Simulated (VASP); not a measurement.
# W (Fm-3m) in VASP: notebook, part 2 of 2

VASP 6.6.1. The steps go on from the part before.

## Step 3: Single point, PBE

The input, INCAR:

```
PREC = Accurate
ENCUT = 520
EDIFF = 1E-6
ISMEAR = 0
SIGMA = 0.020999999999999998
LREAL = False
LASPH = True
NELM = 100
ALGO = Fast
ISIF = 2
LWAVE = False
LCHARG = True
GGA = PE
LELF = True
LVHAR = True
NBANDS = 13
```

The input, KPOINTS:

```
Automatic mesh
0
Gamma
  11 11 11
```

The input, POSCAR:

```
W
1.0
    0.0000000000      2.0300000000      2.0300000000
    2.0300000000      0.0000000000      2.0300000000
    2.0300000000      2.0300000000      0.0000000000
W
1
Direct
    0.0000000000      0.0000000000      0.0000000000
```

Potentials or basis: VASP PAW PBE potentials, release 64 (W_sv).

On the command line:

```console
cat potpaw_PBE.64/W_sv/POTCAR > POTCAR
mpirun -np 1 vasp_std > vasp.out
```

OUTCAR:

```text
PREC = Accurate
   ENCUT = 520
   EDIFF = 1E-6
   ISMEAR = 0
   LREAL = False
   LASPH = True
   NELM = 100
   ISIF = 2
   GGA = PE

 ion  position               nearest neighbor table
   1  0.000  0.000  0.000-

  LATTYP: Found a face centered cubic cell.
 ALAT       =     4.0600000000

  Lattice vectors:

 A1 = (   0.0000000000,   2.0300000000,   2.0300000000)
 A2 = (   2.0300000000,   0.0000000000,   2.0300000000)
 A3 = (   2.0300000000,   2.0300000000,   0.0000000000)

Analysis of symmetry for initial positions (statically):
=====================================================================
 Subroutine PRICEL returns:
 Original cell was already a primitive cell.

 Routine SETGRP: Setting up the symmetry group for a
 face centered cubic supercell.

 Subroutine GETGRP returns: Found 48 space group operations
 (whereof 48 operations were pure point group operations)
 out of a pool of 48 trial point group operations.

The static configuration has the point symmetry O_h .

Analysis of symmetry for dynamics (positions and initial velocities):
=====================================================================
 Subroutine PRICEL returns:
 Original cell was already a primitive cell.

 Routine SETGRP: Setting up the symmetry group for a
 face centered cubic supercell.

 Subroutine GETGRP returns: Found 48 space group operations
 (whereof 48 operations were pure point group operations)
 out of a pool of 48 trial point group operations.

The dynamic configuration has the point symmetry O_h .

 Subroutine INISYM returns: Found 48 space group operations
 (whereof 48 operations are pure point group operations),
 and found     1 'primitive' translations

----------------------------------------------------------------------------------------

                                     Primitive cell

  volume of cell :      16.7309

[... 109 lines left out ...]
  Thomas-Fermi vector in A             =   2.648457
   LORBIT       =      0    0 simple, 1 ext, 2 COOP (PROOUT), +10 PAW based schemes
   GGA     = PE    functional components
   LHFCALC =     F    Hartree Fock is set to
   AEXX    =    0.0000 exact exchange contribution
   IVDW    =     0    specifies the selected vdW correction
   LEPSILON=     F    determine dielectric tensor
   LRPA    =     F    only Hartree local field effects (RPA)
 non-spin polarized calculation
 RMM-DIIS sequential band-by-band and
 Gauss-broadening in eV      SIGMA  =   0.02
  energy-cutoff  :      520.00
  volume of cell :       16.73
 maximum number of plane-waves:       463
 NGX is ok and might be reduce to    24
   NGX = 11   NGY = 11   NGZ = 11

 number of electron      14.0000002 magnetization

 Free energy of the ion-electron system (eV)
  ---------------------------------------------------
  ext. energy  EPLUGINS =         0.00000000
  ---------------------------------------------------
  free energy    TOTEN  =       -12.47792760 eV

  energy without entropy =      -12.47780963  energy(sigma->0) =      -12.47786861

 E-fermi :  10.2382     XC(G=0): -13.3276

 val. band max:       10.1981088418   @ k =  -0.2727   0.0909   0.0000
 cond. band min:      10.2550147804   @ k =   0.1818   0.0909   0.0000
 fundamental gap:      0.0569059387
 Fermi energy:        10.2381816646

 k-point     1 :       0.0000    0.0000    0.0000
  band No.  band energies     occupation
      1     -63.4814      2.00000
      2     -27.1359      2.00000
      3     -27.1359      2.00000
      4     -27.1359      2.00000
      5       1.3350      2.00000
      6       9.6936      2.00000
      7       9.6936      2.00000
      8       9.6936      2.00000
      9      12.7337      0.00000
     10      12.7337      0.00000
     11      22.9877      0.00000
     12      28.1112      0.00000
     13      28.1112      0.00000
[... 354 lines left out ...]
  band No.  band energies     occupation
      1     -63.4169      2.00000
      2     -27.7374      2.00000
      3     -27.3891      2.00000
      4     -27.2089      2.00000
      5       4.4492      2.00000
      6       8.1902      2.00000
      7       9.6082      2.00000
      8      11.1694      0.00000
      9      11.2320      0.00000
     10      14.6280      0.00000
     11      24.3431      0.00000
     12      27.8825      0.00000
     13      28.6656      0.00000

 [... further k-points ...]
[... 5 lines left out ...]
  --------------------------------------------------------------------------------------
  -------------------------------------------------------------------------------------
  Total       -0.4796667     -0.4796667     -0.4796667     -0.0000000     -0.0000000      0.0000000
  in kB      -45.9337639    -45.9337639    -45.9337639     -0.0000000     -0.0000000      0.0000000
  external PRESSURE =     -45.9337639 kB  Pullay stress =       0.0000000 kB

 VOLUME and BASIS-vectors are now :
 -----------------------------------------------------------------------------
  energy-cutoff  :      520.00
  volume of cell :       16.73
      direct lattice vectors                 reciprocal lattice vectors
     0.000000000  2.030000000  2.030000000    -0.246305419  0.246305419  0.246305419
     2.030000000  0.000000000  2.030000000     0.246305419 -0.246305419  0.246305419
     2.030000000  2.030000000  0.000000000     0.246305419  0.246305419 -0.246305419

 POSITION                                       TOTAL-FORCE (eV/Angst)
 -----------------------------------------------------------------------------------
      0.00000      0.00000      0.00000         0.000000      0.000000      0.000000
 -----------------------------------------------------------------------------------
    total drift:                                0.000000     -0.000000     -0.000000

  FREE ENERGIE OF THE ION-ELECTRON SYSTEM (eV)
  ---------------------------------------------------
  free  energy   TOTEN  =       -12.4779276004 eV

  energy  without entropy=      -12.4778096293  energy(sigma->0) =      -12.47786861
```

OSZICAR:

```text
N       E                     dE             d eps       ncg     rms          rms(c)
DAV:   1     0.834710422214E+02    0.83471E+02   -0.75930E+03  1461   0.123E+03
DAV:   2    -0.115868242258E+02   -0.95058E+02   -0.91471E+02  1606   0.312E+02
DAV:   3    -0.131050658265E+02   -0.15182E+01   -0.15136E+01  1611   0.390E+01
DAV:   4    -0.131119101841E+02   -0.68444E-02   -0.68441E-02  1621   0.285E+00
DAV:   5    -0.131119788974E+02   -0.68713E-04   -0.68714E-04  1641   0.265E-01    0.184E+01
RMM:   6    -0.126040395024E+02    0.50794E+00   -0.42378E-01  1570   0.606E+00    0.736E+00
RMM:   7    -0.124811793270E+02    0.12286E+00   -0.28782E-01  1581   0.499E+00    0.843E-01
RMM:   8    -0.124782155185E+02    0.29638E-02   -0.11572E-02  1775   0.114E+00    0.216E-01
RMM:   9    -0.124779483886E+02    0.26713E-03   -0.15488E-03  1711   0.463E-01    0.310E-02
RMM:  10    -0.124779371506E+02    0.11238E-04   -0.23145E-04  1797   0.180E-01    0.107E-02
RMM:  11    -0.124779270314E+02    0.10119E-04   -0.37478E-05  1824   0.721E-02    0.536E-03
RMM:  12    -0.124779276004E+02   -0.56907E-06   -0.73283E-06  1579   0.333E-02
   1 F= -.12477928E+02 E0= -.12477869E+02  d E =-.117971E-03
```

stdout:

```text
POSCAR found type information on POSCAR W
 POSCAR found :  1 types and       1 ions
 scaLAPACK will be used
 LDA part: xc-table for (Slater+PW92), standard interpolation
 POSCAR, INCAR and KPOINTS ok, starting setup
 FFT: planning ... GRIDC
 FFT: planning ... GRID_SOFT
 FFT: planning ... GRID
 WAVECAR not read
 entering main loop
```

It took 14 s on 1 thread of Intel Xeon Platinum 8259CL at 2.50GHz (Skylake/Cascade Lake), shared host; peak memory 0.14 GiB.

Results:

```yaml
Free_energy: -12.4779 eV
Pressure: -4.6 GPa
Band_gap_on_the_k_mesh: zero (band 7 reaches 12.79 eV, above the bottom of band 8 at 9.69 eV)
```

Caveat: spin-orbit coupling is left out, which moves the levels of the heavy elements.

## Step 4: Single point, PBE

The input, INCAR:

```
SYSTEM = W
PREC     = Accurate       ! precision mode
ENCUT    = 520            ! plane-wave cutoff, eV
EDIFF    = 1E-6           ! SCF threshold, eV
ISMEAR   = 0              ! smearing method
SIGMA    = 0.022          ! smearing width, eV
LREAL    = .False.        ! projectors in reciprocal space
LASPH    = .True.         ! aspherical terms in the spheres
NELM     = 80             ! most SCF steps
ALGO     = Fast           ! electronic algorithm
ISIF     = 2              ! what is computed and relaxed
LWAVE    = .False.        ! write WAVECAR
LCHARG   = .False.        ! write CHGCAR
GGA      = PE             ! functional
NBANDS   = 13             ! bands
```

The input, KPOINTS:

```
regular mesh
0
Gamma
  11 11 11
  0 0 0
```

POSCAR is that of step 3.

Potentials or basis: VASP PAW PBE potentials, release 64 (W_sv).

On the command line:

```console
cat potpaw_PBE.64/W_sv/POTCAR > POTCAR
mpirun -np 1 vasp_std > vasp.out
```

OUTCAR:

```text
SYSTEM = W
   PREC = Accurate
   ENCUT = 520
   EDIFF = 1E-6
   ISMEAR = 0
   LREAL = .False.
   LASPH = .True.
   NELM = 80
   ISIF = 2
   GGA = PE

 ion  position               nearest neighbor table
   1  0.000  0.000  0.000-

  LATTYP: Found a face centered cubic cell.
 ALAT       =     4.0600000000

  Lattice vectors:

 A1 = (   0.0000000000,   2.0300000000,   2.0300000000)
 A2 = (   2.0300000000,   0.0000000000,   2.0300000000)
 A3 = (   2.0300000000,   2.0300000000,   0.0000000000)

Analysis of symmetry for initial positions (statically):
=====================================================================
 Subroutine PRICEL returns:
 Original cell was already a primitive cell.

 Routine SETGRP: Setting up the symmetry group for a
 face centered cubic supercell.

 Subroutine GETGRP returns: Found 48 space group operations
 (whereof 48 operations were pure point group operations)
 out of a pool of 48 trial point group operations.

[... 168 lines left out ...]

 k-point     1 :       0.0000    0.0000    0.0000
  band No.  band energies     occupation
      1     -63.4814      2.00000
      2     -27.1359      2.00000
      3     -27.1359      2.00000
      4     -27.1359      2.00000
      5       1.3350      2.00000
      6       9.6936      2.00000
      7       9.6936      2.00000
      8       9.6936      2.00000
      9      12.7337      0.00000
     10      12.7337      0.00000
     11      22.9877      0.00000
     12      28.1111      0.00000
     13      28.1111      0.00000
[... 354 lines left out ...]
  band No.  band energies     occupation
      1     -63.4169      2.00000
      2     -27.7374      2.00000
      3     -27.3891      2.00000
      4     -27.2089      2.00000
      5       4.4492      2.00000
      6       8.1902      2.00000
      7       9.6082      2.00000
      8      11.1694      0.00000
      9      11.2320      0.00000
     10      14.6280      0.00000
     11      24.3431      0.00000
     12      27.8825      0.00000
     13      28.6656      0.00000

 [... further k-points ...]

------------------------ aborting loop because EDIFF is reached ----------------------------------------

  FORCE on cell =-STRESS in cart. coord.  units (eV):
  Direction    XX          YY          ZZ          XY          YZ          ZX
  --------------------------------------------------------------------------------------
  -------------------------------------------------------------------------------------
  Total       -0.4796716     -0.4796716     -0.4796716      0.0000000      0.0000000      0.0000000
  in kB      -45.9342355    -45.9342355    -45.9342355      0.0000000      0.0000000      0.0000000
  external PRESSURE =     -45.9342355 kB  Pullay stress =       0.0000000 kB

 VOLUME and BASIS-vectors are now :
 -----------------------------------------------------------------------------
  energy-cutoff  :      520.00
  volume of cell :       16.73
      direct lattice vectors                 reciprocal lattice vectors
     0.000000000  2.030000000  2.030000000    -0.246305419  0.246305419  0.246305419
     2.030000000  0.000000000  2.030000000     0.246305419 -0.246305419  0.246305419
     2.030000000  2.030000000  0.000000000     0.246305419  0.246305419 -0.246305419

 POSITION                                       TOTAL-FORCE (eV/Angst)
 -----------------------------------------------------------------------------------
      0.00000      0.00000      0.00000         0.000000      0.000000     -0.000000
 -----------------------------------------------------------------------------------
    total drift:                               -0.000000      0.000000      0.000000

  FREE ENERGIE OF THE ION-ELECTRON SYSTEM (eV)
  ---------------------------------------------------
  free  energy   TOTEN  =       -12.4779333199 eV

  energy  without entropy=      -12.4778052190  energy(sigma->0) =      -12.47786927
```

OSZICAR:

```text
N       E                     dE             d eps       ncg     rms          rms(c)
DAV:   1     0.834710245465E+02    0.83471E+02   -0.75930E+03  1461   0.123E+03
DAV:   2    -0.115868370601E+02   -0.95058E+02   -0.91471E+02  1606   0.312E+02
DAV:   3    -0.131050774320E+02   -0.15182E+01   -0.15136E+01  1611   0.390E+01
DAV:   4    -0.131119217726E+02   -0.68443E-02   -0.68441E-02  1621   0.285E+00
DAV:   5    -0.131119904873E+02   -0.68715E-04   -0.68714E-04  1641   0.265E-01    0.184E+01
RMM:   6    -0.126040534198E+02    0.50794E+00   -0.42379E-01  1570   0.606E+00    0.736E+00
RMM:   7    -0.124811861712E+02    0.12287E+00   -0.28764E-01  1581   0.499E+00    0.842E-01
RMM:   8    -0.124782175858E+02    0.29686E-02   -0.11561E-02  1778   0.114E+00    0.216E-01
RMM:   9    -0.124779537049E+02    0.26388E-03   -0.15517E-03  1713   0.463E-01    0.306E-02
RMM:  10    -0.124779428725E+02    0.10832E-04   -0.23220E-04  1800   0.180E-01    0.105E-02
RMM:  11    -0.124779327344E+02    0.10138E-04   -0.37670E-05  1824   0.724E-02    0.530E-03
RMM:  12    -0.124779333199E+02   -0.58551E-06   -0.73732E-06  1588   0.335E-02
   1 F= -.12477933E+02 E0= -.12477869E+02  d E =-.128101E-03
```

stdout:

```text
POSCAR found type information on POSCAR W
 POSCAR found :  1 types and       1 ions
 scaLAPACK will be used
 LDA part: xc-table for (Slater+PW92), standard interpolation
 POSCAR, INCAR and KPOINTS ok, starting setup
 FFT: planning ... GRIDC
 FFT: planning ... GRID_SOFT
 FFT: planning ... GRID
 WAVECAR not read
 entering main loop
```

Run time: 19 s. Hardware: 1 thread of Intel Xeon Platinum 8259CL at 2.50GHz (Skylake/Cascade Lake), shared host; peak memory 0.14 GiB.

What came out:

| Item | Value |
| --- | --- |
| Free energy | -12.4779 eV |
| Pressure | -4.6 GPa |
| Band gap on the k mesh | zero (band 7 reaches 12.79 eV, above the bottom of band 8 at 9.69 eV) |

Levels at points of the mesh, in eV from the Fermi level:
```csv
k point,band 3,band 4,band 5,band 6,band 7,band 8,band 9,band 10,band 11,band 12
"(0.00, 0.00, 0.00)",-37.37,-37.37,-8.90,-0.54,-0.54,-0.54,2.50,2.50,12.75,17.87
```

Caveat: spin-orbit coupling is left out, which moves the levels of the heavy elements.

## Step 5: Summary

| smearing | further INCAR settings | gap on the mesh (eV) | pressure (GPa) |
| --- | --- | --- | --- |
| gaussian 0.019 eV | ALGO = Fast; EDIFF = 1e-07; NBANDS = 13 | none | -4.5 |
| gaussian 0.021 eV | ALGO = Fast; EDIFF = 1e-06; NBANDS = 13 | none | -4.6 |
| gaussian 0.022 eV | ALGO = Fast; EDIFF = 1e-06; NBANDS = 13 | none | -4.6 |

Alike in all rows: task single point; level PBE; potentials or basis VASP PAW PBE potentials, release 64 (W_sv); no spin polarisation; cell as given; k mesh 11 × 11 × 11; cutoff (eV) 520.

Every run on the cell as given and a fine mesh finds a metal.

Caveats: spin-orbit coupling is left out, which moves the levels of the heavy elements.

Total energies depend on the potentials used, so only differences within one code and one set of settings carry meaning.
